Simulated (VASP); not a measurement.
## CoPdO2: vibrations by perturbation theory with PBE

The system is CoPdO2.

```
Co Pd O
1.0
     1.41530    0.81712    5.91533
    -1.41530    0.81712    5.91533
     0.00000   -1.63425    5.91533
Co Pd O
1 1 2
Direct
  0.50000 0.50000 0.50000
  0.00000 0.00000 0.00000
  0.88746 0.88746 0.88746
  0.11254 0.11254 0.11254
```

```
Program                : VASP 6.6.1
Task                   : vibrations by perturbation theory
Functional             : PBE
Potentials or basis    : VASP PAW PBE potentials, release 64 (Co, Pd, O)
Cutoff                 : 520 eV
k mesh                 : 8 × 8 × 8
Occupations            : methfessel-paxton, width 0.2 eV
Spin                   : no spin polarisation
Dipole correction      : no
Further INCAR settings : ALGO = Normal; EDIFF = 1e-08; IBRION = 8; NSW = 1
```

| Property | Result |
| --- | --- |
| Highest phonon frequency at Γ, LO-TO splitting left out | 683 cm⁻¹ |

Phonon frequencies in cm⁻¹ (negative: imaginary):
| q point | frequencies |
| --- | --- |
| (0.000, 0.000, 0.000) | 0 0 0 157 157 304 493 493 642 642 678 683 |

Run time: 35 min on 1 thread of Intel(R) Xeon(R) Platinum 8488C (Sapphire Rapids), with other jobs on the host, peak memory 0.82 GiB.

Caveat: the cell stands under pressure or tension, which shifts response properties; the run has no spin polarisation, though such a crystal can be magnetic. Spin polarisation is off, so any magnetic state and its effect on volume and gap are missing.
